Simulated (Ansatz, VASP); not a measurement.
**Two plane-wave programs on Rb**

The input INCAR:

```
SYSTEM = Rb
PREC = Accurate ; ENCUT = 500
EDIFF = 1E-6 ; ISMEAR = 0
SIGMA = 0.27 ; LREAL = .False.
LASPH = .True. ; NELM = 120
ALGO = Normal ; ISIF = 2
LWAVE = .False. ; LCHARG = .False.
GGA = PE ; NBANDS = 10
GGA_COMPAT = .False.
```

Contents of KPOINTS:

```
Automatic mesh
0
Gamma
  4 4 4
  0 0 0
```

File POSCAR:

```
Rb
1.0
    0.0000000000      3.6398846700      3.6398846700
    3.6398846700      0.0000000000      3.6398846700
    3.6398846700      3.6398846700      0.0000000000
Rb
1
Direct
    0.0000000000      0.0000000000      0.0000000000
```

Input for Ansatz:

```yaml
crystal:
  lattice:
    - [0.0, 3.63988467, 3.63988467]
    - [3.63988467, 0.0, 3.63988467]
    - [3.63988467, 3.63988467, 0.0]
  atoms:
    - { symbol: Rb, position: [0.0, 0.0, 0.0] }
basis:
  ecutwfc: 420
kpoints:
  mp_grid: { grid: [4, 4, 4] }
hamiltonian:
  xc: pbe
scf:
  occupations: { method: gaussian, width: 0.27 }
  mixing: { preconditioner: ldos }
  convergence: { dr2_threshold: "1e-10 eV" }
  max_iter: 52
output:
  forces: true
  stress: true
  eigenvalues: true
```

Alike in both runs: task single point; functional PBE; k mesh 4 × 4 × 4; occupations gaussian, width 0.27 eV; no spin polarisation.

```csv
,VASP,Ansatz
version,VASP 6.6.1,Ansatz 0.2.0
potentials or method,"VASP PAW PBE potentials, release 64 (Rb_sv), cutoff 500 eV","scalar-relativistic, plane waves, PAW"
valence electrons in the cell,9,9
```

```tsv
	VASP	Ansatz	Ansatz less VASP
gap on the k mesh at the Fermi level (eV)	none	none	-
pressure (GPa)	-0.1	-0.1	0.00
```

A gap of «none» marks a metal or a gap that the smearing closes. The functional is the same, so the differences come from potentials, cutoffs and numerics.

The k mesh is coarse, so the values compare programs but aren't converged.
